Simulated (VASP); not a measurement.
Wanted: the native input for a VASP 6.6.1 run.

```
Task                   : single point
Functional             : PBE
Potentials or basis    : VASP PAW PBE potentials, release 64 (Ti_sv)
Cutoff                 : 520 eV
k mesh                 : 18 × 18 × 10
Occupations            : gaussian, width 0.1 eV
Spin                   : no spin polarisation
Dipole correction      : no
Further INCAR settings : ALGO = Normal; EDIFF = 1e-06; NBANDS = 19
```

The structure of Ti lies in POSCAR:

```
Ti
1.0
    2.7513477465      0.0000000000      0.0000000000
   -1.3756738732      2.3827370432      0.0000000000
    0.0000000000      0.0000000000      4.3786691482
Ti
2
Direct
    0.3333333333      0.6666666667      0.2500000000
    0.6666666667      0.3333333333      0.7500000000
```

The input as run:

INCAR

```
PREC = Accurate
ENCUT = 520
EDIFF = 1E-6
ISMEAR = 0
SIGMA = 0.1
LREAL = F
LASPH = T
NELM = 80
ALGO = Normal
ISIF = 2
LWAVE = F
LCHARG = F
GGA = PE
NBANDS = 19
```

KPOINTS

```
regular mesh
0
Gamma
  18 18 10
```

Potentials or basis: VASP PAW PBE potentials, release 64 (Ti_sv).

Run with:

```sh
$ cat potpaw_PBE.64/Ti_sv/POTCAR > POTCAR
$ mpirun -np 1 vasp_std > vasp.out
```

It gave:

- Pressure: 29.3 GPa
- Band gap on the k mesh: zero (bands 12 and 13 overlap by 1.24 eV)

Caveat: the cell stands under pressure.

Run time: 2.7 min on 1 thread of AMD EPYC 7R43 64-Core Processor (Zen 3) (shared host), peak memory 0.18 GiB.
